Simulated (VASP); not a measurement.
Here is a VASP 6.6.1 calculation.

The input INCAR:

```
PREC = Accurate
ENCUT = 520
EDIFF = 1E-6
ISMEAR = 0
SIGMA = 0.05
LREAL = False
LASPH = True
NELM = 150
ALGO = Normal
ISIF = 2
LWAVE = False
LCHARG = True
LMAXMIX = 4
LDAU = True
LDAUTYPE = 2
LDAUL = 2 -1
LDAUU = 3.3 0
LDAUJ = 0 0
LDAUPRINT = 1
GGA = PE
LELF = True
LVHAR = True
NBANDS = 14
```

File KPOINTS:

```
Automatic mesh
0
Gamma
  10 10 10
```

File POSCAR:

```
CoO
1.0
    0.0000000000      2.1315016559      2.1315016559
    2.1315016559      0.0000000000      2.1315016559
    2.1315016559      2.1315016559      0.0000000000
Co O
1 1
Direct
    0.0000000000      0.0000000000      0.0000000000
    0.5000000000      0.5000000000      0.5000000000
```

Potentials or basis: VASP PAW PBE potentials, release 64 (Co, O).

Command:

```sh
$ cat potpaw_PBE.64/Co/POTCAR potpaw_PBE.64/O/POTCAR > POTCAR
$ mpirun -np 1 vasp_std > vasp.out
```

(1) Estimate the pressure.

Results:

(1) -19.9 GPa.

Caveat: an odd number of electrons without spin polarisation forces a metal; a magnetic or distorted state may lie lower; the run has no spin polarisation, though such a crystal can be magnetic; U without spin polarisation on a metal has little footing.
